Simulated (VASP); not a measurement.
Set up this calculation in VASP 6.6.1, as the native input.

```
Task                   : single point
Functional             : PBE
Potentials or basis    : VASP PAW PBE potentials, release 64 (Cd, S)
Cutoff                 : 520 eV
k mesh                 : 6 × 6 × 6
Occupations            : gaussian, width 0.01 eV
Spin                   : no spin polarisation
Dipole correction      : no
Further INCAR settings : ALGO = Normal; EDIFF = 1e-07; NBANDS = 16
```

The structure of CdS (Hawleyite) lies in POSCAR:

```
CdS
1.0
    0.0000000000      2.9737007966      2.9737007966
    2.9737007966      0.0000000000      2.9737007966
    2.9737007966      2.9737007966      0.0000000000
Cd S
1 1
Direct
    0.0000000000      0.0000000000      0.0000000000
    0.2500000000      0.2500000000      0.2500000000
```

The input as run:

INCAR

```
SYSTEM = CdS
PREC = Accurate ; ENCUT = 520
EDIFF = 1E-7 ; ISMEAR = 0
SIGMA = 0.01 ; LREAL = .FALSE.
LASPH = .TRUE. ; NELM = 60
ALGO = Normal ; ISIF = 2
LWAVE = .FALSE. ; LCHARG = .FALSE.
GGA = PE ; NBANDS = 16
```

KPOINTS

```
regular mesh
0
G
  6 6 6
  0 0 0
```

Potentials or basis: VASP PAW PBE potentials, release 64 (Cd, S).

Command:

```sh
$ cat potpaw_PBE.64/Cd/POTCAR potpaw_PBE.64/S/POTCAR > POTCAR
$ mpirun -np 1 vasp_std > vasp.out
```

Results of the run:

```yaml
Pressure: -0.3 GPa
Band_gap_on_the_k_mesh: 1.02 eV, direct
```

Wall time 11 s on 1 thread of Intel(R) Xeon(R) Platinum 8259CL CPU @ 2.50GHz (Skylake/Cascade Lake) (shared host), peak memory 0.18 GiB.
